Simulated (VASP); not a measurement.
Yb: single point with PBE

Yb:

```
Yb
1.0
    -1.98650    1.98650    1.98650
     1.98650   -1.98650    1.98650
     1.98650    1.98650   -1.98650
Yb
1
Direct
  0.00000 0.00000 0.00000
```

This isn't the form of Yb at room conditions, which is fcc.

```
Program             : VASP 6.6.1
Task                : single point
Functional          : PBE
Potentials or basis : VASP PAW PBE potentials, release 64 (Yb)
Cutoff              : 520 eV
k mesh              : 14 × 14 × 14
Occupations         : fermi-dirac, width 0.05 eV
Spin                : no spin polarisation
```

```yaml
Pressure: 1.6 GPa
Band_gap_on_the_k_mesh: zero (bands 12 and 13 overlap by 0.65 eV)
```

Levels at points of the mesh, in eV from the Fermi level:
```tsv
k point	band 10	band 11	band 12	band 13	band 14	band 15
(0.00, 0.00, 0.00)	-0.30	-0.30	-0.26	3.10	3.10	3.10
(0.50, 0.00, 0.00)	-0.33	-0.31	-0.28	1.04	1.27	5.04
(0.50, 0.50, 0.50)	-0.41	-0.28	-0.28	-0.28	6.10	6.10
```

It took 52 s on 1 thread of Intel(R) Xeon(R) 6975P-C (Granite Rapids), with other jobs on the host, peak memory 0.21 GiB.

Caveat: spin-orbit coupling is left out, which moves the levels of the heavy elements. Spin polarisation is off, so any magnetic state and its effect on volume and gap are missing.
